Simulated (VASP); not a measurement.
MoS2, 3 atoms in the cell. Symmetry: R3m, No. 160, trigonal system. Conventional cell: a = 3.160 Å, b = 3.160 Å, c = 18.450 Å, α = 90.00°, β = 90.00°, γ = 120.00°. Within 3.2 Å of Mo (site symmetry 3m) lie 6 S at 2.39 Å and 6 Mo at 3.16 Å. S (site symmetry 3m) has 3 Mo at 2.39 Å and 7 S at 3.08 to 3.16 Å within 3.2 Å. S (site symmetry 3m) has 3 Mo at 2.39 Å and 7 S at 3.08 to 3.16 Å within 3.2 Å. 

```yaml
Program: VASP 6.6.1
Task: single point
Functional: PBEsol
Potentials_or_basis: VASP PAW PBE potentials, release 64 (Mo_sv, S)
Cutoff: 590 eV
k_mesh: 13 × 13 × 13
Occupations: gaussian, width 0.03 eV
Spin: non-collinear spin, zero start, spin-orbit coupling
Starting_moments: "[[0.0, 0.0, 0.0], [0.0, 0.0, 0.0], [0.0, 0.0, 0.0]] μB"
Tolerance_level: screening
Purpose: levels
Further_INCAR_settings: ALGO = Normal; EDIFF = 1e-08
```

Potentials or basis: VASP PAW PBE potentials, release 64 (Mo_sv, S).

Launch:

```sh
$ cat potpaw_PBE.64/Mo_sv/POTCAR potpaw_PBE.64/S/POTCAR > POTCAR
$ mpirun -np 4 vasp_ncl > vasp.out
```

Hardware: 4 MPI ranks on Intel(R) Xeon(R) 6975P-C (Granite Rapids) (shared host).

Q: How long does it take, and how much memory?

A: It took 48 min on 4 MPI ranks on Intel(R) Xeon(R) 6975P-C (Granite Rapids), with other jobs on the host, peak memory 1.9 GiB a rank. Counts: scf iterations 18, k points 455.
